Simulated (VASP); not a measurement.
# WS2 (R3m) in VASP: further runs

Runs on WS2. Level: r2SCAN. Tasks: single point.

All numbers are computed with VASP 6.6.1; they aren't measurements. Logs are shortened: lines on timing, memory, paths and dates and some standing lists are left out, and cuts for length are marked.

## (1) The cell of the first run

Symmetry: R3m, No. 160, trigonal system. Conventional cell: a = 3.055 Å, b = 3.055 Å, c = 19.644 Å, α = 90.00°, β = 90.00°, γ = 120.00°. Within 3.1 Å of W (site symmetry 3m) lie 6 S at 2.35 Å and 6 W at 3.05 Å. Within 3.2 Å of S (site symmetry 3m) lie 3 W at 2.35 Å and 7 S at 3.05 to 3.12 Å. Within 3.2 Å of S (site symmetry 3m) lie 3 W at 2.35 Å and 7 S at 3.05 to 3.12 Å.

## (2) Single point, r2SCAN (strain -0.040 along x and y, +0.000 along z)

The input, POSCAR:

```
WS2
1.0
    1.5274864866      0.8818947343      6.5478538018
   -1.5274864866      0.8818947343      6.5478538018
    0.0000000000     -1.7637894685      6.5478538018
W S
1 2
Direct
    0.9993259061      0.9993259061      0.9993259061
    0.7453559600      0.7453559600      0.7453559600
    0.5866181338      0.5866181338      0.5866181338
```

The input, INCAR.step1:

```
SYSTEM = WS2
ALGO     = Normal         ! electronic algorithm
EDIFF    = 1E-4           ! SCF threshold, eV
ENCUT    = 520            ! plane-wave cutoff, eV
GGA      = PE             ! functional
ISMEAR   = 0              ! smearing method
LASPH    = .True.         ! aspherical terms in the spheres
LCHARG   = .False.        ! write CHGCAR
LREAL    = .False.        ! projectors in reciprocal space
LWAVE    = .True.         ! write WAVECAR
NBANDS   = 20             ! bands
NELM     = 80             ! most SCF steps
PREC     = Accurate       ! precision mode
SIGMA    = 0.05           ! smearing width, eV
```

The input, INCAR.step2:

```
SYSTEM = WS2
ALGO     = Normal         ! electronic algorithm
EDIFF    = 1E-7           ! SCF threshold, eV
ENCUT    = 520            ! plane-wave cutoff, eV
ISIF     = 2              ! what is computed and relaxed
ISMEAR   = 0              ! smearing method
ISTART   = 1            
LASPH    = .True.         ! aspherical terms in the spheres
LCHARG   = .False.        ! write CHGCAR
LMIXTAU  = .True.       
LREAL    = .False.        ! projectors in reciprocal space
LWAVE    = .False.        ! write WAVECAR
METAGGA  = R2SCAN         ! meta-GGA
NBANDS   = 20             ! bands
NELM     = 80             ! most SCF steps
PREC     = Accurate       ! precision mode
SIGMA    = 0.05           ! smearing width, eV
```

The input, KPOINTS:

```
k-points
0
Gamma
  12 12 12
  0 0 0
```

Potentials or basis: VASP PAW PBE potentials, release 64 (W_sv, S).

Run with:

```bash
$ cat potpaw_PBE.64/W_sv/POTCAR potpaw_PBE.64/S/POTCAR > POTCAR
$ cp INCAR.step1 INCAR
$ mpirun -np 1 vasp_std > vasp.out
$ cp INCAR.step2 INCAR
$ mpirun -np 1 vasp_std > vasp.out
```

OUTCAR:

```text
SYSTEM = WS2
   EDIFF = 1E-7
   ENCUT = 520
   ISIF = 2
   ISMEAR = 0
   ISTART = 1
   LASPH = .True.
   LREAL = .False.
   METAGGA = R2SCAN
   NELM = 80
   PREC = Accurate

 ion  position               nearest neighbor table
   1  0.999  0.999  0.999-   2 2.35   2 2.35   2 2.35   3 2.35   3 2.35   3 2.35
   2  0.745  0.745  0.745-   1 2.35   1 2.35   1 2.35
   3  0.587  0.587  0.587-   1 2.35   1 2.35   1 2.35

  LATTYP: Found a trigonal (rhomboedric) cell.
 ALAT       =     6.7812493465
 COS(alpha) =     0.8985235368

  Lattice vectors:

 A1 = (   1.5274864866,   0.8818947343,   6.5478538018)
 A2 = (  -1.5274864866,   0.8818947343,   6.5478538018)
 A3 = (   0.0000000000,  -1.7637894685,   6.5478538018)

Analysis of symmetry for initial positions (statically):
=====================================================================
 Subroutine PRICEL returns:
 Original cell was already a primitive cell.

 Routine SETGRP: Setting up the symmetry group for a
 trigonal (rhombohedral) supercell.

 Subroutine GETGRP returns: Found  6 space group operations
 (whereof  6 operations were pure point group operations)
 out of a pool of 12 trial point group operations.

The static configuration has the point symmetry C_3v.

Analysis of symmetry for dynamics (positions and initial velocities):
=====================================================================
 Subroutine PRICEL returns:
 Original cell was already a primitive cell.

 Routine SETGRP: Setting up the symmetry group for a
 trigonal (rhombohedral) supercell.

 Subroutine GETGRP returns: Found  6 space group operations
 (whereof  6 operations were pure point group operations)
 out of a pool of 12 trial point group operations.

The dynamic configuration has the point symmetry C_3v.

 Subroutine INISYM returns: Found  6 space group operations
 (whereof  6 operations are pure point group operations),
 and found     1 'primitive' translations

----------------------------------------------------------------------------------------

                                     Primitive cell

  volume of cell :      52.9230

  direct lattice vectors                    reciprocal lattice vectors
     1.527486487  0.881894734  6.547853802     0.327335138  0.188987030  0.050907266
    -1.527486487  0.881894734  6.547853802    -0.327335138  0.188987030  0.050907266
     0.000000000 -1.763789468  6.547853802     0.000000000 -0.377974060  0.050907266

  length of vectors
     6.781249346  6.781249346  6.781249346     0.381386864  0.381386864  0.381386864

  position of ions in fractional coordinates (direct lattice)
     0.999325906  0.999325906  0.999325906
     0.745355960  0.745355960  0.745355960
     0.586618134  0.586618134  0.586618134

  ion indices of the primitive-cell ions
   primitive index   ion index
                 1           1
                 2           2
                 3           3

----------------------------------------------------------------------------------------

 KPOINTS: k-points

Automatic generation of k-mesh.
 Grid dimensions read from file:
 generate k-points for:   12   12   12

 Generating k-lattice:

  Cartesian coordinates                     Fractional coordinates (reciprocal lattice)
     0.027277928  0.015748919  0.004242272     0.083333333  0.000000000  0.000000000
    -0.027277928  0.015748919  0.004242272     0.000000000  0.083333333  0.000000000
     0.000000000 -0.031497838  0.004242272    -0.000000000 -0.000000000  0.083333333

  Length of vectors
     0.031782239  0.031782239  0.031782239

  Shift w.r.t. Gamma in fractional coordinates (k-lattice)
     0.000000000  0.000000000  0.000000000

 Subroutine IBZKPT returns following result:
 ===========================================

 Found    189 irreducible k-points:

 Following reciprocal coordinates:
            Coordinates               Weight
  0.000000  0.000000  0.000000      1.000000
  0.083333  0.000000  0.000000      6.000000
  0.166667 -0.000000  0.000000      6.000000
  0.250000  0.000000 -0.000000      6.000000
  0.333333 -0.000000  0.000000      6.000000
  0.416667 -0.000000 -0.000000      6.000000
[... 16 lines left out ...]
  0.500000  0.166667 -0.000000     12.000000
 -0.416667  0.166667  0.000000     12.000000
 [... further k-points ...]
   k-points           NKPTS =    189   k-points in BZ     NKDIM =    189   number of bands    NBANDS=     20
   number of dos      NEDOS =    301   number of ions     NIONS =      3
   total plane-waves  NPLWV = 125000
   dimension x,y,z NGX =    50 NGY =   50 NGZ =   50
   dimension x,y,z NGXF=   100 NGYF=  100 NGZF=  100
   ions per type =               1   2
   NGX,Y,Z   is equivalent  to a cutoff of  12.26, 12.26, 12.26 a.u.
   NGXF,Y,Z  is equivalent  to a cutoff of  24.52, 24.52, 24.52 a.u.
 SYSTEM =  WS2
   PREC   = accura    normal or accurate (medium, high low for compatibility)
   ISTART =      1    job   : 0-new  1-cont  2-samecut
   ICHARG =      0    charge: 1-file 2-atom 10-const
   ISPIN  =      1    spin polarized calculation?
   LNONCOLLINEAR =      F non collinear calculations
   LSORBIT =      F    spin-orbit coupling
   LASPH  =      T    aspherical Exc in radial PAW
   ENCUT  =  520.0 eV  38.22 Ry    6.18 a.u.  12.61 12.61 12.61*2*pi/ulx,y,z
   NELM   =     80;   NELMIN=  2; NELMDL=  0     # of ELM steps
   EDIFF  = 0.1E-06   stopping-criterion for ELM
   LREAL  =      F    real-space projection
   EDIFFG = 0.1E-05   stopping-criterion for IOM
   NSW    =      0    number of steps for IOM
   IBRION =     -1    ionic relax: 0-MD 1-quasi-New 2-CG
   NFREE  =      0    steps in history (QN), initial steepest desc. (CG)
   ISIF   =      2    stress and relaxation
   ISYM   =      2    0-nonsym 1-usesym 2-fastsym
   POTIM  = 0.5000    time-step for ionic-motion
   TEBEG  =    0.0;   TEEND  =   0.0 temperature during run
   PSTRESS=    0.0 pullay stress
   NELECT =      26.0000    total number of electrons
   NUPDOWN=      -1.0000    fix difference up-down
   EMIN   =  10.00;   EMAX   =-10.00  energy-range for DOS
   EFERMI =   0.00;   METHOD = LEGACY
   ISMEAR =     0;   SIGMA  =   0.05  broadening in eV -4-tet -1-fermi 0-gaus
   EFERMI_NEDOS =   21; number of points for ismear=-14 and -15
   IALGO  =     38    algorithm
   IMIX   =      4    mixing-type and parameters
     AMIX     =   0.40;   BMIX     =  1.00
     AMIX_MAG =   1.60;   BMIX_MAG =  1.00
  volume/ion in A,a.u.               =      17.64       119.05
  Fermi-wavevector in a.u.,A,eV,Ry     =   1.291768  2.441087 22.703557  1.668664
  Thomas-Fermi vector in A             =   2.423517
   LORBIT       =      0    0 simple, 1 ext, 2 COOP (PROOUT), +10 PAW based schemes
   METAGGA = R2SCAN    functional components
   LHFCALC =     F    Hartree Fock is set to
   AEXX    =    0.0000 exact exchange contribution
   IVDW    =     0    specifies the selected vdW correction
   LEPSILON=     F    determine dielectric tensor
   LRPA    =     F    only Hartree local field effects (RPA)
 non-spin polarized calculation
 Gauss-broadening in eV      SIGMA  =   0.05
  energy-cutoff  :      520.00
  volume of cell :       52.92
 maximum number of plane-waves:      1446
   NGX = 25   NGY = 25   NGZ = 25

 number of electron      26.0000001 magnetization

 Free energy of the ion-electron system (eV)
  ---------------------------------------------------
  ext. energy  EPLUGINS =         0.00000000
  ---------------------------------------------------
  free energy    TOTEN  =       -69.84392437 eV

  energy without entropy =      -69.84392437  energy(sigma->0) =      -69.84392437

 E-fermi :   7.2970     XC(G=0): -11.5340

 val. band max:        6.9516505963   @ k =   0.5000   0.5000   0.5000
 cond. band min:       8.5313753584   @ k =  -0.1667   0.1667   0.0000
 fundamental gap:      1.5797247621
 Fermi energy:         7.2969614232

 k-point     1 :       0.0000    0.0000    0.0000
  band No.  band energies     occupation
      1     -69.0375      2.00000
      2     -32.7647      2.00000
      3     -32.4464      2.00000
      4     -32.4464      2.00000
      5      -9.4373      2.00000
      6      -7.4025      2.00000
[... 12 lines left out ...]
     19      15.3783      0.00000
     20      16.5807      0.00000

 k-point     2 :       0.0833    0.0000    0.0000
  band No.  band energies     occupation
      1     -69.0352      2.00000
      2     -32.7574      2.00000
      3     -32.4849      2.00000
      4     -32.4551      2.00000
      5      -9.2954      2.00000
      6      -7.3567      2.00000
[... 12 lines left out ...]
     19      15.5529      0.00000
     20      17.0686      0.00000

 k-point     3 :       0.1667   -0.0000    0.0000
  band No.  band energies     occupation
      1     -69.0289      2.00000
      2     -32.7375      2.00000
      3     -32.5887      2.00000
      4     -32.4789      2.00000
      5      -8.8904      2.00000
      6      -7.2260      2.00000
[... 12 lines left out ...]
     19      16.1830      0.00000
     20      17.2970      0.00000

 k-point     4 :       0.2500    0.0000   -0.0000
  band No.  band energies     occupation
      1     -69.0202      2.00000
      2     -32.7278      2.00000
      3     -32.7101      2.00000
      4     -32.5111      2.00000
      5      -8.2845      2.00000
      6      -7.0325      2.00000
[... 12 lines left out ...]
     19      16.2879      0.00000
     20      16.7610      0.00000

 k-point     5 :       0.3333   -0.0000    0.0000
  band No.  band energies     occupation
      1     -69.0116      2.00000
      2     -32.8640      2.00000
      3     -32.6827      2.00000
      4     -32.5431      2.00000
      5      -7.5879      2.00000
      6      -6.8178      2.00000
[... 12 lines left out ...]
     19      15.2991      0.00000
     20      15.7814      0.00000

 k-point     6 :       0.4167   -0.0000   -0.0000
  band No.  band energies     occupation
      1     -69.0052      2.00000
      2     -32.9620      2.00000
      3     -32.6625      2.00000
      4     -32.5664      2.00000
      5      -6.9833      2.00000
      6      -6.6437      2.00000
[... 12 lines left out ...]
     19      14.6675      0.00000
     20      15.4211      0.00000

 k-point     7 :       0.5000    0.0000   -0.0000
  band No.  band energies     occupation
      1     -69.0029      2.00000
      2     -32.9975      2.00000
      3     -32.6551      2.00000
      4     -32.5749      2.00000
      5      -6.7298      2.00000
      6      -6.5765      2.00000
[... 12 lines left out ...]
     19      14.6244      0.00000
     20      15.3792      0.00000
[... 277 lines left out ...]
 k-point    20 :       0.2500    0.1667    0.0000
  band No.  band energies     occupation
      1     -69.0234      2.00000
      2     -32.7202      2.00000
      3     -32.6704      2.00000
      4     -32.5063      2.00000
      5      -8.5029      2.00000
      6      -7.1252      2.00000
[... 12 lines left out ...]
     19      16.6069      0.00000
     20      17.0728      0.00000

 k-point    21 :       0.3333    0.1667   -0.0000
  band No.  band energies     occupation
      1     -69.0159      2.00000
      2     -32.7702      2.00000
      3     -32.6964      2.00000
      4     -32.5542      2.00000
      5      -7.9381      2.00000
      6      -6.9437      2.00000
[... 12 lines left out ...]
     19      16.1649      0.00000
     20      16.8318      0.00000

 k-point    22 :       0.4167    0.1667    0.0000
  band No.  band energies     occupation
      1     -69.0084      2.00000
      2     -32.8634      2.00000
      3     -32.6726      2.00000
      4     -32.6071      2.00000
      5      -7.2957      2.00000
      6      -6.7331      2.00000
[... 12 lines left out ...]
     19      15.6719      0.00000
     20      16.6550      0.00000

 k-point    23 :       0.5000    0.1667   -0.0000
  band No.  band energies     occupation
      1     -69.0029      2.00000
      2     -32.9290      2.00000
      3     -32.6551      2.00000
      4     -32.6474      2.00000
      5      -6.7525      2.00000
      6      -6.5532      2.00000
[... 12 lines left out ...]
     19      15.8025      0.00000
     20      16.6467      0.00000

 k-point    24 :      -0.4167    0.1667    0.0000
  band No.  band energies     occupation
      1     -69.0009      2.00000
      2     -32.9525      2.00000
      3     -32.6623      2.00000
      4     -32.6487      2.00000
      5      -6.5345      2.00000
      6      -6.4775      2.00000
[... 12 lines left out ...]
     19      16.2995      0.00000
     20      16.6910      0.00000

 [... further k-points ...]

------------------------ aborting loop because EDIFF is reached ----------------------------------------

  FORCE on cell =-STRESS in cart. coord.  units (eV):
  Direction    XX          YY          ZZ          XY          YZ          ZX
  --------------------------------------------------------------------------------------
  -------------------------------------------------------------------------------------
  Total        5.8523567      5.8523567      3.3652079      0.0000000      0.0000000     -0.0000000
  in kB      177.1727896    177.1727896    101.8774667      0.0000000      0.0000000     -0.0000000
  external PRESSURE =     152.0743487 kB  Pullay stress =       0.0000000 kB

 VOLUME and BASIS-vectors are now :
 -----------------------------------------------------------------------------
  energy-cutoff  :      520.00
  volume of cell :       52.92
      direct lattice vectors                 reciprocal lattice vectors
     1.527486487  0.881894734  6.547853802     0.327335138  0.188987030  0.050907266
    -1.527486487  0.881894734  6.547853802    -0.327335138  0.188987030  0.050907266
     0.000000000 -1.763789468  6.547853802     0.000000000 -0.377974060  0.050907266

 POSITION                                       TOTAL-FORCE (eV/Angst)
 -----------------------------------------------------------------------------------
      0.00000      0.00000     19.63032         0.000000     -0.000000     -0.000396
      0.00000      0.00000     14.64145         0.000000      0.000000      1.058286
      0.00000      0.00000     11.52327         0.000000     -0.000000     -1.057890
 -----------------------------------------------------------------------------------
    total drift:                                0.000000     -0.000000     -0.000068

  FREE ENERGIE OF THE ION-ELECTRON SYSTEM (eV)
  ---------------------------------------------------
  free  energy   TOTEN  =       -69.8439243745 eV

  energy  without entropy=      -69.8439243745  energy(sigma->0) =      -69.84392437
```

It took 45 min on 1 thread of Intel Xeon Platinum 8259CL at 2.50GHz (Skylake/Cascade Lake), shared host; peak memory 0.5 GiB.

Results:

```yaml
Free_energy: -69.8439 eV
Pressure: 15.2 GPa
Largest_force: 1.058 eV/Å
Band_gap_on_the_k_mesh: 1.58 eV (least direct gap 2.45 eV)
```

Forces in eV/Å, atoms in the order of the input:
```
W    0.000  0.000  0.000
S    0.000  0.000  1.058
S    0.000  0.000 -1.058
```

Caveat: the cell differs from its parent crystal (strain -0.040 along x and y, +0.000 along z); the cell stands under pressure; the PAW data sets were made with another functional, which shifts forces and pressure a little; spin-orbit coupling is left out, which moves the levels of the heavy elements. A k mesh can miss the band edges.

(Part 1 of 2 ends here.)
